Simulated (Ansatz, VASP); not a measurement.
**Two plane-wave programs on ZnCu**

```
Zn Cu
1.0
     2.94500    0.00000    0.00000
     0.00000    2.94500    0.00000
     0.00000    0.00000    2.94500
Zn Cu
1 1
Direct
  0.42500 0.42500 0.42500
  0.07500 0.07500 0.07500
```

Change from the starting cell: shortest bond scaled by 0.7, PAW files.

Alike in both runs: task single point; functional PBE; k mesh 10 × 10 × 10; occupations fermi-dirac, width 0.05 eV; no spin polarisation.

```csv
,VASP,Ansatz
version,VASP 6.6.1,Ansatz 0.2.0
potentials or method,"VASP PAW PBE potentials, release 64 (Zn, Cu)","PAW with Ansatz's default frozen-core files, scalar-relativistic"
plane-wave cutoff (eV),520,420
valence electrons in the cell,23,31
```

Ansatz gave:

| Property | Result |
| --- | --- |
| pressure (GPa) | 52.9 |
| traceless stress, the component that is largest in VASP (GPa) | 43.73 |
| rms of the force components (eV/Å) | 7.724 |

**Question.** Estimate VASP's values.

**Answer.** Pressure (GPa): 53.8; traceless stress, the component that is largest in VASP (GPa): 44.12; rms of the force components (eV/Å): 7.804.

Atom by atom the forces differ by 0.080 eV/Å (rms over components). Both programs put the cell under a high pressure, so it lies far from rest at this level. VASP's potentials hold 23 valence electrons a cell and Ansatz's 31, so a difference there can come from the potentials and not from the codes.
